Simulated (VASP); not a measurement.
# Re12F (a cell with a defect) in VASP: a series of runs

The runs below take Re12F (a cell with a defect) through single point, with PBEsol.

All numbers are computed with VASP 6.6.1; they aren't measurements. Logs are shortened: lines on timing, memory, paths and dates and some standing lists are left out, and cuts for length are marked.

## Step 1: The cell of the first run

The cell holds a defect, 13 atoms: a = 5.520 Å, b = 8.280 Å, c = 4.457 Å, α = 90.00°, β = 90.00°, γ = 120.00°.

## Step 2: Single point, PBEsol

Input file INCAR:

```
SYSTEM = Re12F
  ALGO = Normal
  EDIFF = 1E-6
  ENCUT = 520
  GGA = PS
  ISIF = 2
  ISMEAR = -1
  LASPH = .TRUE.
  LCHARG = .FALSE.
  LREAL = .FALSE.
  LWAVE = .FALSE.
  NBANDS = 58
  NELM = 60
  PREC = Accurate
  SIGMA = 0.15
```

Input file KPOINTS:

```
k-points
0
G
  3 2 3
  0 0 0
```

Input file POSCAR:

```
Re12F
1.0
    5.5200000000      0.0000000000      0.0000000000
   -4.1400000000      7.1706900000      0.0000000000
    0.0000000000      0.0000000000      4.4574000000
Re F
12 1
Direct
   -0.0025788788     -0.0007960001     -0.0124474664
    0.1698000747      0.2261245729      0.4930140765
    0.0052853474      0.3291882254     -0.0369901490
    0.2099554988      0.5766887716      0.5085699819
    0.0091063446      0.6786132872     -0.0221041247
    0.1579664362      0.8851492146      0.4941108844
    0.4987756079     -0.0022569656     -0.0121205269
    0.6290536376      0.1781759758      0.5078775101
    0.4853029389      0.3275626370     -0.0305307543
    0.6481858195      0.5742107818      0.5146416864
    0.5039354915      0.6728131557     -0.0091109383
    0.6815391904      0.8960128632      0.4952210255
    0.8218017913      0.4335853806      0.3600135948
```

Potentials or basis: VASP PAW PBE potentials, release 64 (Re, F).

Run with:

```
> cat potpaw_PBE.64/Re/POTCAR potpaw_PBE.64/F/POTCAR > POTCAR
> mpirun -np 1 vasp_std > vasp.out
```

OUTCAR:

```text
SYSTEM = Re12F
   EDIFF = 1E-6
   ENCUT = 520
   GGA = PS
   ISIF = 2
   ISMEAR = -1
   LASPH = .TRUE.
   LREAL = .FALSE.
   NELM = 60
   PREC = Accurate

 ion  position               nearest neighbor table
   1  0.997  0.999  0.988-  12 2.66   5 2.69   9 2.71   6 2.71   3 2.71  11 2.71  12 2.72   2 2.74
                             7 2.75   6 2.76   7 2.77   2 2.78
   2  0.170  0.226  0.493-   3 2.59   9 2.61  12 2.71   1 2.74   8 2.76  10 2.77   9 2.78   1 2.78
                             6 2.79   4 2.80   8 2.81   3 2.81
   3  0.005  0.329  0.963-  13 2.40   2 2.59   9 2.66   4 2.70   1 2.71   8 2.72   7 2.77  11 2.80
                             2 2.81   9 2.86   5 2.88   4 3.01   8 3.03
   4  0.210  0.577  0.509-  13 1.97  10 2.43  11 2.57  12 2.62   5 2.69   3 2.70  11 2.70   6 2.71
                             2 2.80   5 2.91   3 3.01  10 3.09   8 3.25
   5  0.009  0.679  0.978-  13 2.45   6 2.62   7 2.67   1 2.69   4 2.69  10 2.69   6 2.74  11 2.76
                            11 2.77   3 2.88   9 2.90   4 2.91  10 2.95
   6  0.158  0.885  0.494-   8 2.52   5 2.62  12 2.68  10 2.70   4 2.71   1 2.71   5 2.74   7 2.74
                             1 2.76   7 2.78   2 2.79  12 2.85
   7  0.499  0.998  0.988-   8 2.50   8 2.65   5 2.67  11 2.70  12 2.72   6 2.74   1 2.75   9 2.77
                             3 2.77  12 2.77   1 2.77   6 2.78
   8  0.629  0.178  0.508-  13 1.95  12 2.49   7 2.50   6 2.52   7 2.65   9 2.72   3 2.72   2 2.76
                             2 2.81   9 2.98   3 3.03  10 3.23   4 3.25
   9  0.485  0.328  0.969-  13 2.37   2 2.61   3 2.66  10 2.69   1 2.71   8 2.72   7 2.77   2 2.78
                            11 2.81   3 2.86   5 2.90   8 2.98  10 3.01
  10  0.648  0.574  0.515-  13 1.97   4 2.43  11 2.54  12 2.58   9 2.69   5 2.69   6 2.70  11 2.72
                             2 2.77   5 2.95   9 3.01   4 3.09   8 3.23
  11  0.504  0.673  0.991-  10 2.54   4 2.57   4 2.70   7 2.70   1 2.71  10 2.72  12 2.73   5 2.76
                            12 2.76   5 2.77   3 2.80   9 2.81
  12  0.682  0.896  0.495-   8 2.49  10 2.58   4 2.62   1 2.66   6 2.68   2 2.71   7 2.72   1 2.72
                            11 2.73  11 2.76   7 2.77   6 2.85
  13  0.822  0.434  0.360-   8 1.95  10 1.97   4 1.97   9 2.37   3 2.40   5 2.45

  LATTYP: Found a simple monoclinic cell.
 ALAT       =     5.5200000000
 B/A-ratio  =     0.8075000000
 C/A-ratio  =     1.3228755945
 COS(beta)  =    -0.1889822452

  Lattice vectors:

 A1 = (   5.5200000000,   0.0000000000,   0.0000000000)
 A2 = (   0.0000000000,   0.0000000000,   4.4574000000)
 A3 = (  -1.3800000000,  -7.1706900000,   0.0000000000)

Analysis of symmetry for initial positions (statically):
=====================================================================
 Subroutine PRICEL returns:
 Original cell was already a primitive cell.

 Routine SETGRP: Setting up the symmetry group for a
 simple monoclinic supercell.

 Subroutine GETGRP returns: Found  1 space group operations
 (whereof  1 operations were pure point group operations)
 out of a pool of  4 trial point group operations.

The static configuration has the point symmetry C_1 .

Analysis of symmetry for dynamics (positions and initial velocities):
=====================================================================
 Subroutine PRICEL returns:
 Original cell was already a primitive cell.

 Routine SETGRP: Setting up the symmetry group for a
 simple monoclinic supercell.

 Subroutine GETGRP returns: Found  1 space group operations
 (whereof  1 operations were pure point group operations)
 out of a pool of  4 trial point group operations.

The dynamic configuration has the point symmetry C_1 .

 Subroutine INISYM returns: Found  1 space group operations
 (whereof  1 operations are pure point group operations),
 and found     1 'primitive' translations

----------------------------------------------------------------------------------------

                                     Primitive cell

  volume of cell :     176.4337

[... 41 lines left out ...]
   IALGO  =     38    algorithm
   IMIX   =      4    mixing-type and parameters
     AMIX     =   0.40;   BMIX     =  1.00
     AMIX_MAG =   1.60;   BMIX_MAG =  1.00
  volume/ion in A,a.u.               =      13.57        91.59
  Fermi-wavevector in a.u.,A,eV,Ry     =   1.312889  2.481001 23.452064  1.723678
  Thomas-Fermi vector in A             =   2.443250
   LORBIT       =      0    0 simple, 1 ext, 2 COOP (PROOUT), +10 PAW based schemes
   GGA     = PS    functional components
   LHFCALC =     F    Hartree Fock is set to
   AEXX    =    0.0000 exact exchange contribution
   IVDW    =     0    specifies the selected vdW correction
   LEPSILON=     F    determine dielectric tensor
   LRPA    =     F    only Hartree local field effects (RPA)
 non-spin polarized calculation
  energy-cutoff  :      520.00
  volume of cell :      176.43
 maximum number of plane-waves:      4763
 NGX is ok and might be reduce to    42
   NGX = 21   NGY = 31   NGZ = 17

 number of electron      91.0000002 magnetization

 Free energy of the ion-electron system (eV)
  ---------------------------------------------------
  ext. energy  EPLUGINS =         0.00000000
  ---------------------------------------------------
  free energy    TOTEN  =      -159.66684658 eV

  energy without entropy =     -159.05313004  energy(sigma->0) =     -159.35998831

 E-fermi :   8.3744     XC(G=0): -13.9741

 val. band max:        8.3580777836   @ k =   0.0000   0.5000   0.0000
 cond. band min:       8.4314910668   @ k =   0.0000   0.0000   0.3333
 fundamental gap:      0.0734132833
 Fermi energy:         8.3743925942

 k-point     1 :       0.0000    0.0000    0.0000
  band No.  band energies     occupation
      1     -20.4055      2.00000
      2      -3.3607      2.00000
      3      -3.0291      2.00000
      4      -2.6390      2.00000
      5      -1.4890      2.00000
      6       1.6177      2.00000
[... 589 lines left out ...]
     56      10.6792      0.00000
     57      10.8662      0.00000
 [bands above 57 left out]

------------------------ aborting loop because EDIFF is reached ----------------------------------------

  FORCE on cell =-STRESS in cart. coord.  units (eV):
  Direction    XX          YY          ZZ          XY          YZ          ZX
  --------------------------------------------------------------------------------------
  -------------------------------------------------------------------------------------
  Total       27.1619075     30.7943250     12.0246369      0.0432512      0.3326117     -0.4523375
  in kB      246.6545968    279.6402213    109.1945394      0.3927597      3.0204142     -4.1076320
  external PRESSURE =     211.8297858 kB  Pullay stress =       0.0000000 kB

 VOLUME and BASIS-vectors are now :
 -----------------------------------------------------------------------------
  energy-cutoff  :      520.00
  volume of cell :      176.43
      direct lattice vectors                 reciprocal lattice vectors
     5.520000000  0.000000000  0.000000000     0.181159420  0.104592445  0.000000000
    -4.140000000  7.170690000  0.000000000     0.000000000  0.139456593  0.000000000
     0.000000000  0.000000000  4.457400000     0.000000000  0.000000000  0.224346031

 POSITION                                       TOTAL-FORCE (eV/Angst)
 -----------------------------------------------------------------------------------
      1.36906      7.16498      4.40192        -0.006358     -0.007420     -0.008096
      0.00114      1.62147      2.19756        -0.023329      0.006658      0.040213
     -1.33366      2.36051      4.29252         0.047352     -0.027933     -0.021213
     -1.22854      4.13526      2.26690         0.294063      0.114922      0.120940
     -2.75919      4.86613      4.35887        -0.014286      0.041301     -0.020208
     -2.79254      6.34713      2.20245        -0.031891      0.009073      0.034328
     -1.37741      7.15451      4.40337         0.002222      0.006021     -0.037036
      2.73473      1.27764      2.26381         0.055733     -0.396752      0.121812
      1.32276      2.34885      4.32131        -0.042900     -0.000700     -0.032436
      1.20075      4.11749      2.29396        -0.371311      0.205808      0.106816
     -0.00372      4.82453      4.41679        -0.003918     -0.008344     -0.055779
      0.05260      6.42503      2.20740         0.021091      0.030203      0.007339
      2.74130      3.10911      1.60472         0.073530      0.027164     -0.256680
 -----------------------------------------------------------------------------------
    total drift:                               -0.000114     -0.000392      0.000394

  FREE ENERGIE OF THE ION-ELECTRON SYSTEM (eV)
  ---------------------------------------------------
  free  energy   TOTEN  =      -159.6668465805 eV

  energy  without entropy=     -159.0531300449  energy(sigma->0) =     -159.35998831
```

Run time: 7.8 min. Hardware: 1 thread of Intel Xeon Platinum 8488C (Sapphire Rapids), shared host; peak memory 0.33 GiB.

Results:

* Free energy: -159.6668 eV
* Pressure: 21.2 GPa
* Largest force: 0.438 eV/Å
* Band gap on the k mesh: zero (an odd number of electrons rules out a gap without spin polarisation)

Forces on the atoms (eV/Å):
```
Re  -0.006 -0.007 -0.008
Re  -0.023  0.007  0.040
Re   0.047 -0.028 -0.021
Re   0.294  0.115  0.121
Re  -0.014  0.041 -0.020
Re  -0.032  0.009  0.034
Re   0.002  0.006 -0.037
Re   0.056 -0.397  0.122
Re  -0.043 -0.001 -0.032
Re  -0.371  0.206  0.107
Re  -0.004 -0.008 -0.056
Re   0.021  0.030  0.007
F    0.074  0.027 -0.257
```

Stress tensor (GPa, compression positive):
```
24.67  0.04 -0.41
 0.04 27.96  0.30
-0.41  0.30 10.92
```

Caveat: the k points lie up to 0.47 Å⁻¹ apart, too coarse for converged energies and pressures of a metal; the PAW data sets were made with another functional, which shifts forces and pressure a little; spin-orbit coupling is left out, which moves the levels of the heavy elements.

## Step 3: Single point, PBEsol

Input file INCAR:

```
PREC = Accurate ; ENCUT = 520
EDIFF = 1E-7 ; ISMEAR = -1
SIGMA = 0.15 ; LREAL = False
LASPH = True ; NELM = 80
ALGO = Normal ; ISIF = 2
LWAVE = False ; LCHARG = False
GGA = PS ; NBANDS = 58
```

Input file KPOINTS:

```
Automatic mesh
0
Gamma
  3 2 3
```

Input file POSCAR:

```
Re12F
1.0
    5.5200000000      0.0000000000      0.0000000000
   -4.1400000000      7.1706900000      0.0000000000
    0.0000000000      0.0000000000      4.4574000000
Re F
12 1
Direct
    0.0300972888      0.0183664334     -0.0166913447
    0.1780312378      0.2315537277      0.4652712344
   -0.0096150317      0.3383635327     -0.0411226275
    0.2250401477      0.5569617429      0.5349306771
    0.0179830067      0.6845087432     -0.0253511015
    0.1495903696      0.8739465798      0.4918113699
    0.4683963934     -0.0156888668      0.0052721317
    0.5824755982      0.1795085271      0.5786108494
    0.4911935251      0.3539826711     -0.0366581415
    0.6789002913      0.5558042531      0.4566339121
    0.5112656244      0.6772430547     -0.0055862162
    0.6705838944      0.8914065453      0.4858437654
    0.8451201340      0.3897253960      0.3320321264
```

Potentials or basis: VASP PAW PBE potentials, release 64 (Re, F).

Run with:

```
> cat potpaw_PBE.64/Re/POTCAR potpaw_PBE.64/F/POTCAR > POTCAR
> mpirun -np 1 vasp_std > vasp.out
```

Wall time 9.4 min (1 thread of Intel Xeon Platinum 8488C (Sapphire Rapids), shared host); peak memory 0.33 GiB.

It converged, with:

```yaml
Free_energy: -157.4917 eV
Pressure: 26.7 GPa
Largest_force: 3.402 eV/Å
Band_gap_on_the_k_mesh: zero (an odd number of electrons rules out a gap without spin polarisation)
```

Forces on the atoms (eV/Å):
```
Re  -2.392 -1.234  0.033
Re  -0.863 -1.368  0.102
Re   1.441 -0.379 -0.585
Re  -0.351  2.355 -1.561
Re  -0.388 -1.987 -0.116
Re  -0.626  0.183 -0.476
Re   3.147  0.915  0.912
Re   0.618 -1.838 -1.439
Re  -0.155 -0.279  0.380
Re  -1.908  1.752  1.669
Re   0.516  0.912 -0.267
Re   0.690  0.264  0.381
F    0.271  0.703  0.965
```

Stress tensor (GPa, compression positive):
```
23.35  4.01  0.53
 4.01 30.84 -2.55
 0.53 -2.55 26.04
```

Levels at points of the mesh, in eV from the Fermi level:
```csv
k point,band 42,band 43,band 44,band 45,band 46,band 47,band 48,band 49
"(0.00, 0.00, 0.00)",-0.75,-0.63,-0.44,-0.24,-0.10,-0.03,0.50,0.99
"(0.00, 0.50, 0.00)",-0.77,-0.74,-0.54,-0.40,-0.32,-0.06,-0.02,0.08
```

Caveat: the k points lie up to 0.47 Å⁻¹ apart, too coarse for converged energies and pressures of a metal; the PAW data sets were made with another functional, which shifts forces and pressure a little; spin-orbit coupling is left out, which moves the levels of the heavy elements.

## Step 4: Single point, PBEsol

Input file INCAR:

```
SYSTEM = Re12F
ALGO = Normal
EDIFF = 1E-6
ENCUT = 520
GGA = PS
ISIF = 2
ISMEAR = -1
LASPH = .True.
LCHARG = .True.
LELF = .True.
LREAL = .False.
LVHAR = .True.
LWAVE = .False.
NBANDS = 58
NELM = 100
PREC = Accurate
SIGMA = 0.15
```

Input file KPOINTS:

```
k-points
0
Gamma
  3 2 3
  0 0 0
```

Input file POSCAR:

```
Re12F
1.0
    5.5200000000      0.0000000000      0.0000000000
   -4.1400000000      7.1706900000      0.0000000000
    0.0000000000      0.0000000000      4.4574000000
Re F
12 1
Direct
    0.0111667239     -0.0182269768     -0.0017050298
    0.1906481152      0.2400187430      0.4860456769
    0.0044194195      0.3386703372     -0.0215147844
    0.1806243434      0.5851319747      0.4360613811
    0.0161605215      0.6736729659     -0.0454973752
    0.1649515103      0.8818677143      0.4948849105
    0.5147531938      0.0210718913     -0.0123165971
    0.6486701116      0.1837340619      0.5037690133
    0.4844998693      0.3141399224      0.0117332974
    0.6083670317      0.5591512114      0.5165118679
    0.4790064916      0.6617912642      0.0190694127
    0.6965816012      0.9013358547      0.4956476870
    0.7872439048      0.4249242402      0.4332794903
```

Run with:

```
> cat potpaw_PBE.64/Re/POTCAR potpaw_PBE.64/F/POTCAR > POTCAR
> mpirun -np 1 vasp_std > vasp.out
```

Wall time 6.9 min (1 thread of Intel Xeon Platinum 8488C (Sapphire Rapids), shared host); peak memory 0.33 GiB.

Results (log left out):

| Property | Result |
| --- | --- |
| Free energy | -156.5862 eV |
| Pressure | 30.4 GPa |
| Largest force | 6.081 eV/Å |
| Band gap on the k mesh | zero (an odd number of electrons rules out a gap without spin polarisation) |

Forces on the atoms (eV/Å):
```
Re  -2.456  1.621 -0.502
Re  -1.172 -2.809  0.651
Re   1.284 -1.165 -0.577
Re   2.916 -0.529  3.528
Re  -1.672 -0.259  0.937
Re  -0.226  1.433 -0.607
Re   1.780 -3.416  0.380
Re   0.110 -5.978  1.111
Re  -1.651  2.171 -1.545
Re  -1.842  4.002  1.027
Re   2.263  2.128 -3.468
Re   0.198 -0.804  0.075
F    0.468  3.604 -1.012
```

Stress tensor (GPa, compression positive):
```
32.31 -3.26 -3.23
-3.26 42.40 -2.64
-3.23 -2.64 16.39
```

Levels at points of the mesh, in eV from the Fermi level:
```
           k point  band 43  band 44  band 45  band 46  band 47  band 48
(0.00, 0.00, 0.00)    -0.85    -0.64    -0.52     0.04     0.27     0.71
(0.00, 0.50, 0.00)    -0.74    -0.57    -0.41    -0.30    -0.14    -0.09
```

Caveat: the k points lie up to 0.47 Å⁻¹ apart, too coarse for converged energies and pressures of a metal; the PAW data sets were made with another functional, which shifts forces and pressure a little; spin-orbit coupling is left out, which moves the levels of the heavy elements.

## Step 5: Single point, PBEsol

Input file INCAR:

```
SYSTEM = Re12F
ALGO = Normal ; EDIFF = 1E-6
ENCUT = 520 ; GGA = PS
ISIF = 2 ; ISMEAR = -1
LASPH = .TRUE. ; LCHARG = .FALSE.
LREAL = .FALSE. ; LWAVE = .FALSE.
NBANDS = 58 ; NELM = 100
PREC = Accurate ; SIGMA = 0.15
```

Input file KPOINTS:

```
k-points
0
G
  3 2 3
  0 0 0
```

Input file POSCAR:

```
Re12F
1.0
    5.5200000000      0.0000000000      0.0000000000
   -4.1400000000      7.1706900000      0.0000000000
    0.0000000000      0.0000000000      4.4574000000
Re F
12 1
Direct
   -0.0032498853      0.0084929065     -0.0305559295
    0.1729029390      0.2364068172      0.4847893391
    0.0127323009      0.3269280920     -0.0242293714
    0.2051941158      0.5682298356      0.5631085386
   -0.0097215399      0.6787770772      0.0171176022
    0.1469954315      0.8723707203      0.4952887333
    0.4896449894      0.0006136090     -0.0142684076
    0.6261129612      0.1837061705      0.5096244447
    0.4971587062      0.3304145068     -0.0835464621
    0.6923396302      0.5773224055      0.4922376273
    0.5067304548      0.6673555822      0.0151657917
    0.6565326280      0.8909323928      0.4753443712
    0.8509921770      0.4331103422      0.2625072912
```

Run with:

```
> cat potpaw_PBE.64/Re/POTCAR potpaw_PBE.64/F/POTCAR > POTCAR
> mpirun -np 1 vasp_std > vasp.out
```

It took 7.5 min on 1 thread of Intel Xeon Platinum 8488C (Sapphire Rapids), shared host; peak memory 0.33 GiB.

Results (log left out):

* Free energy: -157.5380 eV
* Pressure: 23.7 GPa
* Largest force: 4.683 eV/Å
* Band gap on the k mesh: zero (an odd number of electrons rules out a gap without spin polarisation)

Forces in eV/Å, atoms in the order of the input:
```
Re   0.054 -1.092  0.818
Re   0.090 -1.801 -0.838
Re   1.459 -1.259 -0.860
Re   1.081  0.756 -1.121
Re   1.319  2.173 -2.845
Re  -0.295  3.044  0.428
Re   0.190 -1.010 -0.031
Re   0.636 -0.220 -0.918
Re  -1.406 -0.387  1.886
Re  -3.949 -1.048  2.289
Re  -0.466  0.650 -1.374
Re   1.710  0.356  1.147
F   -0.423 -0.161  1.418
```

Stress tensor (GPa, compression positive):
```
20.47 -1.74  0.06
-1.74 28.09  3.27
 0.06  3.27 22.44
```

Levels at points of the mesh, in eV from the Fermi level:
```tsv
k point	band 44	band 45	band 46	band 47	band 48	band 49
(0.00, 0.00, 0.00)	-0.62	-0.26	-0.19	-0.05	0.43	0.93
(0.00, 0.50, 0.00)	-0.57	-0.46	-0.21	-0.04	0.09	0.13
```

Caveat: the k points lie up to 0.47 Å⁻¹ apart, too coarse for converged energies and pressures of a metal; the PAW data sets were made with another functional, which shifts forces and pressure a little; spin-orbit coupling is left out, which moves the levels of the heavy elements.

## Step 6: Summary

```csv
cell,gap on the mesh (eV),pressure (GPa),largest force (eV/Å)
"as given, atomic positions A",none,21.2,0.44
"as given, atomic positions B",none,26.7,3.40
"as given, atomic positions C",none,30.4,6.08
"as given, atomic positions D",none,23.7,4.68
```

Alike in all rows: task single point; level PBEsol; potentials or basis VASP PAW PBE potentials, release 64 (Re, F); no spin polarisation; k mesh 3 × 2 × 3; cutoff (eV) 520; smearing fermi-dirac 0.15 eV.

Caveats: all runs use coarse meshes; the PAW data sets were made with another functional, which shifts forces and pressure a little; spin-orbit coupling is left out, which moves the levels of the heavy elements.

Total energies depend on the potentials used, so only differences within one code and one set of settings carry meaning.

The gap in the log of VASP goes by the Fermi energy; the results here count the filled bands.